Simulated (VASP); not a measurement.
# Y (Fd-3m) in VASP: relaxation of cell and atoms with PBE

Aim: the relaxation of cell and atoms of Y with PBE.

Program: VASP 6.6.1. These are calculated values, not measurements. Logs are shortened: lines on timing, memory, paths and dates and some standing lists are left out, and cuts for length are marked.

### 1 The cell of the first run

Symmetry: Fd-3m, No. 227, cubic system. Conventional cell: a = 5.183 Å, b = 5.183 Å, c = 5.183 Å, α = 90.00°, β = 90.00°, γ = 90.00°. Within 3.0 Å of Y (site symmetry -43m) lie 4 Y at 2.24 Å.

This isn't the form of Y at room conditions, which is hcp.

### 2 Relaxation of cell and atoms, PBE, target pressure 81 GPa, at which the enthalpy is minimised

Input file INCAR:

```
SYSTEM = Y
  PREC = Accurate
  ENCUT = 600
  EDIFF = 1E-6
  ISMEAR = -1
  SIGMA = 0.05
  LREAL = .False.
  LASPH = .True.
  NELM = 100
  ALGO = Normal
  ISIF = 3
  LWAVE = .False.
  LCHARG = .False.
  GGA = PE
  IBRION = 2
  NSW = 32
  EDIFFG = -0.005
  PSTRESS = 810.0
```

Input file KPOINTS:

```
Automatic mesh
0
Gamma
  12 12 12
  0 0 0
```

Input file POSCAR:

```
Y
1.0
    0.0000000000      2.5917220623      2.5917220623
    2.5917220623      0.0000000000      2.5917220623
    2.5917220623      2.5917220623      0.0000000000
Y
2
Direct
   -0.1250000000     -0.1250000000     -0.1250000000
    0.1250000000      0.1250000000      0.1250000000
```

Potentials or basis: VASP PAW PBE potentials, release 64 (Y_sv).

Command:

```console
$ cat potpaw_PBE.64/Y_sv/POTCAR > POTCAR
$ mpirun -np 1 vasp_std > vasp.out
```

OUTCAR:

```text
SYSTEM = Y
   PREC = Accurate
   ENCUT = 600
   EDIFF = 1E-6
   ISMEAR = -1
   LREAL = .False.
   LASPH = .True.
   NELM = 100
   ISIF = 3
   GGA = PE
   IBRION = 2
   NSW = 32
   EDIFFG = -0.005
   PSTRESS = 810.0

 ion  position               nearest neighbor table
   1  0.875  0.875  0.875-   2 2.24   2 2.24   2 2.24   2 2.24   2 4.30   2 4.30   2 4.30   2 4.30
                             2 4.30   2 4.30   2 4.30   2 4.30   2 4.30   2 4.30   2 4.30   2 4.30
   2  0.125  0.125  0.125-   1 2.24   1 2.24   1 2.24   1 2.24   1 4.30   1 4.30   1 4.30   1 4.30
                             1 4.30   1 4.30   1 4.30   1 4.30   1 4.30   1 4.30   1 4.30   1 4.30

  LATTYP: Found a face centered cubic cell.
 ALAT       =     5.1834441246

  Lattice vectors:

 A1 = (   0.0000000000,   2.5917220623,   2.5917220623)
 A2 = (   2.5917220623,   0.0000000000,   2.5917220623)
 A3 = (   2.5917220623,   2.5917220623,   0.0000000000)

Analysis of symmetry for initial positions (statically):
=====================================================================
 Subroutine PRICEL returns:
 Original cell was already a primitive cell.

 Routine SETGRP: Setting up the symmetry group for a
 face centered cubic supercell.

 Subroutine GETGRP returns: Found 48 space group operations
 (whereof 12 operations were pure point group operations)
 out of a pool of 48 trial point group operations.

The static configuration has the point symmetry D_3d.
 The point group associated with its full space group is O_h .

Analysis of symmetry for dynamics (positions and initial velocities):
=====================================================================
 Subroutine PRICEL returns:
 Original cell was already a primitive cell.

 Routine SETGRP: Setting up the symmetry group for a
 face centered cubic supercell.

 Subroutine GETGRP returns: Found 48 space group operations
 (whereof 12 operations were pure point group operations)
 out of a pool of 48 trial point group operations.

The dynamic configuration has the point symmetry D_3d.
 The point group associated with its full space group is O_h .

 Subroutine INISYM returns: Found 48 space group operations
 (whereof 12 operations are pure point group operations),
 and found     1 'primitive' translations

----------------------------------------------------------------------------------------

                                     Primitive cell

  volume of cell :      34.8173

  direct lattice vectors                    reciprocal lattice vectors
     0.000000000  2.591722062  2.591722062    -0.192921921  0.192921921  0.192921921
     2.591722062  0.000000000  2.591722062     0.192921921 -0.192921921  0.192921921
     2.591722062  2.591722062  0.000000000     0.192921921  0.192921921 -0.192921921

  length of vectors
     3.665248490  3.665248490  3.665248490     0.334150570  0.334150570  0.334150570

  position of ions in fractional coordinates (direct lattice)
     0.875000000  0.875000000  0.875000000
     0.125000000  0.125000000  0.125000000

  ion indices of the primitive-cell ions
   primitive index   ion index
                 1           1
                 2           2

----------------------------------------------------------------------------------------

 KPOINTS: Automatic mesh

Automatic generation of k-mesh.
 Grid dimensions read from file:
 generate k-points for:   12   12   12

 Generating k-lattice:

  Cartesian coordinates                     Fractional coordinates (reciprocal lattice)
    -0.016076827  0.016076827  0.016076827     0.083333333  0.000000000  0.000000000
     0.016076827 -0.016076827  0.016076827     0.000000000  0.083333333  0.000000000
     0.016076827  0.016076827 -0.016076827     0.000000000  0.000000000  0.083333333

  Length of vectors
     0.027845881  0.027845881  0.027845881

  Shift w.r.t. Gamma in fractional coordinates (k-lattice)
     0.000000000  0.000000000  0.000000000

 Subroutine IBZKPT returns following result:
 ===========================================

 Found     72 irreducible k-points:

 Following reciprocal coordinates:
            Coordinates               Weight
  0.000000  0.000000  0.000000      1.000000
  0.083333  0.000000  0.000000      8.000000
  0.166667  0.000000  0.000000      8.000000
  0.250000  0.000000  0.000000      8.000000
  0.333333  0.000000  0.000000      8.000000
  0.416667  0.000000  0.000000      8.000000
[... 16 lines left out ...]
  0.500000  0.166667  0.000000     24.000000
 -0.416667  0.166667  0.000000     24.000000
 [... further k-points ...]
   k-points           NKPTS =     72   k-points in BZ     NKDIM =     72   number of bands    NBANDS=     15
   number of dos      NEDOS =    301   number of ions     NIONS =      2
   total plane-waves  NPLWV =  27000
   dimension x,y,z NGX =    30 NGY =   30 NGZ =   30
   dimension x,y,z NGXF=    60 NGYF=   60 NGZF=   60
   ions per type =               2
   NGX,Y,Z   is equivalent  to a cutoff of  13.61, 13.61, 13.61 a.u.
   NGXF,Y,Z  is equivalent  to a cutoff of  27.21, 27.21, 27.21 a.u.
 SYSTEM =  Y
   PREC   = accura    normal or accurate (medium, high low for compatibility)
   ISTART =      0    job   : 0-new  1-cont  2-samecut
   ICHARG =      2    charge: 1-file 2-atom 10-const
   ISPIN  =      1    spin polarized calculation?
   LNONCOLLINEAR =      F non collinear calculations
   LSORBIT =      F    spin-orbit coupling
   LASPH  =      T    aspherical Exc in radial PAW
   ENCUT  =  600.0 eV  44.10 Ry    6.64 a.u.   7.32  7.32  7.32*2*pi/ulx,y,z
   NELM   =    100;   NELMIN=  2; NELMDL= -5     # of ELM steps
   EDIFF  = 0.1E-05   stopping-criterion for ELM
   LREAL  =      F    real-space projection
   EDIFFG = -.5E-02   stopping-criterion for IOM
   NSW    =     32    number of steps for IOM
   IBRION =      2    ionic relax: 0-MD 1-quasi-New 2-CG
   NFREE  =      1    steps in history (QN), initial steepest desc. (CG)
   ISIF   =      3    stress and relaxation
   ISYM   =      2    0-nonsym 1-usesym 2-fastsym
   POTIM  = 0.5000    time-step for ionic-motion
   TEBEG  =    0.0;   TEEND  =   0.0 temperature during run
   PSTRESS=  810.0 pullay stress
   NELECT =      22.0000    total number of electrons
   NUPDOWN=      -1.0000    fix difference up-down
   EMIN   =  10.00;   EMAX   =-10.00  energy-range for DOS
   EFERMI =   0.00;   METHOD = LEGACY
   ISMEAR =    -1;   SIGMA  =   0.05  broadening in eV -4-tet -1-fermi 0-gaus
   EFERMI_NEDOS =   21; number of points for ismear=-14 and -15
   IALGO  =     38    algorithm
   IMIX   =      4    mixing-type and parameters
     AMIX     =   0.40;   BMIX     =  1.00
     AMIX_MAG =   1.60;   BMIX_MAG =  1.00
  volume/ion in A,a.u.               =      17.41       117.48
  Fermi-wavevector in a.u.,A,eV,Ry     =   1.404809  2.654704 26.850941  1.973489
  Thomas-Fermi vector in A             =   2.527333
   LORBIT       =      0    0 simple, 1 ext, 2 COOP (PROOUT), +10 PAW based schemes
   GGA     = PE    functional components
   LHFCALC =     F    Hartree Fock is set to
   AEXX    =    0.0000 exact exchange contribution
   IVDW    =     0    specifies the selected vdW correction
   LEPSILON=     F    determine dielectric tensor
   LRPA    =     F    only Hartree local field effects (RPA)
 conjugate gradient relaxation of ions
 non-spin polarized calculation
  energy-cutoff  :      600.00
  volume of cell :       34.82
 maximum number of plane-waves:      1211
 NGX is ok and might be reduce to    30
   NGX = 15   NGY = 15   NGZ = 15

--------------------------------------- Ionic step        1  -------------------------------------------

 number of electron      22.0000001 magnetization

 Free energy of the ion-electron system (eV)
  ---------------------------------------------------
  ext. energy  EPLUGINS =         0.00000000
  ---------------------------------------------------
  free energy    TOTEN  =        -4.38366303 eV

  energy without entropy =       -4.37837169  energy(sigma->0) =       -4.38101736

------------------------ aborting loop because EDIFF is reached ----------------------------------------

  FORCE on cell =-STRESS in cart. coord.  units (eV):
  Direction    XX          YY          ZZ          XY          YZ          ZX
  --------------------------------------------------------------------------------------
  -------------------------------------------------------------------------------------
  Total       17.5770271     17.5770271     17.5770271      0.0000000      0.0000000      0.0000000
  in kB      808.8364836    808.8364836    808.8364836      0.0000000      0.0000000      0.0000000
  external PRESSURE =      -1.1635164 kB  Pullay stress =     810.0000000 kB
[... 61 lines left out ...]
  enthalpy is  TOTEN    =        13.2187272389 eV   P V=       17.5701244928

--------------------------------------- Ionic step        3  -------------------------------------------

 number of electron      22.0000001 magnetization

 Free energy of the ion-electron system (eV)
  ---------------------------------------------------
  ext. energy  EPLUGINS =         0.00000000
  ---------------------------------------------------
  free energy    TOTEN  =        -4.37783069 eV

  energy without entropy =       -4.37253277  energy(sigma->0) =       -4.37518173

 E-fermi :   6.9812     XC(G=0): -12.0133

 val. band max:        6.9600808034   @ k =   0.5000   0.0000   0.0000
 cond. band min:       7.0157267348   @ k =   0.4167   0.3333   0.0000
 fundamental gap:      0.0556459314
 Fermi energy:         6.9812057925

 k-point     1 :       0.0000    0.0000    0.0000
  band No.  band energies     occupation
      1     -37.9105      2.00000
      2     -33.5965      2.00000
      3     -18.1596      2.00000
      4     -18.1596      2.00000
      5     -18.1596      2.00000
      6     -14.4018      2.00000
      7     -14.4018      2.00000
      8     -14.4018      2.00000
      9       2.4512      2.00000
     10       4.8452      2.00000
     11       4.8452      2.00000
     12       8.1825      0.00000
     13       8.1825      0.00000
     14       8.1825      0.00000
     15      12.8629      0.00000
[... 397 lines left out ...]
 k-point    24 :      -0.4167    0.1667    0.0000
  band No.  band energies     occupation
      1     -36.8305      2.00000
      2     -35.0809      2.00000
      3     -19.2692      2.00000
      4     -18.8365      2.00000
      5     -17.4882      2.00000
      6     -14.2558      2.00000
      7     -13.3473      2.00000
      8     -12.8518      2.00000
      9       3.3677      2.00000
     10       4.6740      2.00000
     11       4.8503      2.00000
     12       7.7365      0.00000
     13       8.1405      0.00000
     14       8.7287      0.00000
     15      11.7419      0.00000

 [... further k-points ...]

------------------------ aborting loop because EDIFF is reached ----------------------------------------

  FORCE on cell =-STRESS in cart. coord.  units (eV):
  Direction    XX          YY          ZZ          XY          YZ          ZX
  --------------------------------------------------------------------------------------
  -------------------------------------------------------------------------------------
  Total       17.5963710     17.5963710     17.5963710      0.0000000     -0.0000000      0.0000000
  in kB      809.9952223    809.9952223    809.9952223      0.0000000     -0.0000000      0.0000000
  external PRESSURE =      -0.0047777 kB  Pullay stress =     810.0000000 kB
[... 17 lines left out ...]
  FREE ENERGIE OF THE ION-ELECTRON SYSTEM (eV)
  ---------------------------------------------------
  free  energy   TOTEN  =        -4.3778306919 eV

  energy  without entropy=       -4.3725327660  energy(sigma->0) =       -4.37518173

  enthalpy is  TOTEN    =        13.2186441317 eV   P V=       17.5964748236

 reached required accuracy - stopping structural energy minimisation
```

Wall time 63 s (1 thread of Intel Xeon 6975P-C (Granite Rapids), shared host); peak memory 0.21 GiB.

What came out:

```yaml
Free_energy: -4.3778 eV
Relaxed_volume: 17.40 Å³/atom
Relaxed_cell: a = 3.665 Å, b = 3.665 Å, c = 3.665 Å, α = 60.00°, β = 60.00°, γ = 60.00°
Space_group_after_relaxing_to_0.1_Å: Fd-3m (No. 227)
Energy_change_on_relaxing_the_run_minimises_the_enthalpy: +2.9 meV/atom
Ionic_steps: 3
Pressure_after_relaxing: 81.0 GPa
Band_gap_on_the_k_mesh: zero (bands 11 and 12 overlap by 0.92 eV)
```

The path:
```tsv
step	energy change (eV)	largest force (eV/Å)	pressure (GPa)	volume (Å³)
1	0.0000	0.0000	80.88	34.82
2	0.0323	0.0000	81.53	34.75
3	0.0058	0.0000	81.00	34.81
```

Final structure:
```cif
data_structure
_symmetry_space_group_name_H-M 'P 1'
_symmetry_Int_Tables_number 1
_cell_length_a 3.6648
_cell_length_b 3.6648
_cell_length_c 3.6648
_cell_angle_alpha 60.000
_cell_angle_beta 60.000
_cell_angle_gamma 60.000
_cell_volume 34.81
loop_
_atom_site_label
_atom_site_type_symbol
_atom_site_fract_x
_atom_site_fract_y
_atom_site_fract_z
_atom_site_occupancy
Y1 Y 0.87500 0.87500 0.87500 1
Y2 Y 0.12500 0.12500 0.12500 1
```

Caveat: the cell is relaxed towards a set pressure, so the run minimises the enthalpy, not the energy.

The gap in the log of VASP goes by the Fermi energy; the results here count the filled bands.